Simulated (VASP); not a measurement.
Write the native input for VASP 6.6.1 that does the following.

```
Task                   : single point
Functional             : PBEsol
Potentials or basis    : VASP PAW PBE potentials, release 64 (Ba_sv)
Cutoff                 : 520 eV
k mesh                 : 7 × 7 × 4
Occupations            : methfessel-paxton, width 0.05 eV
Spin                   : no spin polarisation
Dipole correction      : no
Further INCAR settings : ALGO = Normal; EDIFF = 1e-06; NBANDS = 17
```

The structure of Ba lies in POSCAR:

```
Ba
1.0
    3.5917740000     -2.5169040000      0.0000000000
    3.5917740000      2.5169040000      0.0000000000
    0.0000000000      0.0000000000      7.1900450000
Ba
2
Direct
    0.7467740000      0.2532260000      0.2500000000
    0.2532260000      0.7467740000      0.7500000000
```

One way to write it, as run:

INCAR

```
  ALGO = Normal
  EDIFF = 1E-6
  ENCUT = 520
  GGA = PS
  ISIF = 2
  ISMEAR = 1
  LASPH = True
  LCHARG = False
  LREAL = False
  LWAVE = False
  NBANDS = 17
  NELM = 60
  PREC = Accurate
  SIGMA = 0.05
```

KPOINTS

```
k-points
0
Gamma
  7 7 4
```

Potentials or basis: VASP PAW PBE potentials, release 64 (Ba_sv).

Run with:

```console
$ cat potpaw_PBE.64/Ba_sv/POTCAR > POTCAR
$ mpirun -np 1 vasp_std > vasp.out
```

Results of the run:

The pressure is -0.8 GPa. The largest force is 0.022 eV/Å and the band gap on the k mesh is zero (bands 10 and 11 overlap by 0.84 eV).

Caveat: the PAW data sets were made with another functional, which shifts forces and pressure a little; spin-orbit coupling is left out, which moves the levels of the heavy elements.

It took 78 s on 1 thread of Intel(R) Xeon(R) Platinum 8259CL CPU @ 2.50GHz (Skylake/Cascade Lake), with other jobs on the host, peak memory 0.29 GiB.
